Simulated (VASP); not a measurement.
Input of a VASP 6.6.1 run:

INCAR

```
ALGO = Normal ; EDIFF = 1E-6
EDIFFG = -0.04 ; ENCUT = 600
GGA = PE ; IBRION = 2
ISIF = 3 ; ISMEAR = 0
LASPH = T ; LCHARG = F
LREAL = F ; LWAVE = F
NELM = 100 ; NSW = 90
PREC = Accurate ; SIGMA = 0.1
```

KPOINTS

```
k-points
0
Gamma
  6 6 4
```

File POSCAR:

```
ZrScF4
1.0
    3.1190209700      0.0000000000      0.0000000000
    0.0000000000      3.1190209700      0.0000000000
    0.0000000000      0.0000000000      4.4109617600
Zr Sc F
1 1 4
Direct
    0.5000000000      0.5000000000      0.5000000000
    0.0000000000      0.0000000000      0.0000000000
    0.5000000000      0.0000000000      0.2500000000
    0.0000000000      0.5000000000      0.7500000000
    0.5000000000      0.0000000000      0.7500000000
    0.0000000000      0.5000000000      0.2500000000
```

Potentials or basis: VASP PAW PBE potentials, release 64 (Zr_sv, Sc_sv, F).

Command:

```console
$ cat potpaw_PBE.64/Zr_sv/POTCAR potpaw_PBE.64/Sc_sv/POTCAR potpaw_PBE.64/F/POTCAR > POTCAR
$ mpirun -np 1 vasp_std > vasp.out
```

Q: Predict the relaxed volume.

A: 11.94 Å³/atom.

Q: Predict the space group after relaxing (to 0.1 Å).

A: P4/mmm (No. 123).

Final structure:
```yaml
crystal:
  lattice:
    - [3.51448, 0.00000, 0.00000]
    - [0.00000, 3.51448, 0.00000]
    - [0.00000, 0.00000, 5.80246]
  atoms:
    - { symbol: Zr, position: [0.50000, 0.50000, 0.50000] }
    - { symbol: Sc, position: [0.00000, 0.00000, 0.00000] }
    - { symbol: F, position: [0.50000, 0.00000, 0.21611] }
    - { symbol: F, position: [0.00000, 0.50000, 0.78389] }
    - { symbol: F, position: [0.50000, 0.00000, 0.78389] }
    - { symbol: F, position: [0.00000, 0.50000, 0.21611] }
```

Caveat: the volume moved by over 15 % at a fixed basis, so the end points are rough; an odd number of electrons without spin polarisation forces a metal; a magnetic or distorted state may lie lower.
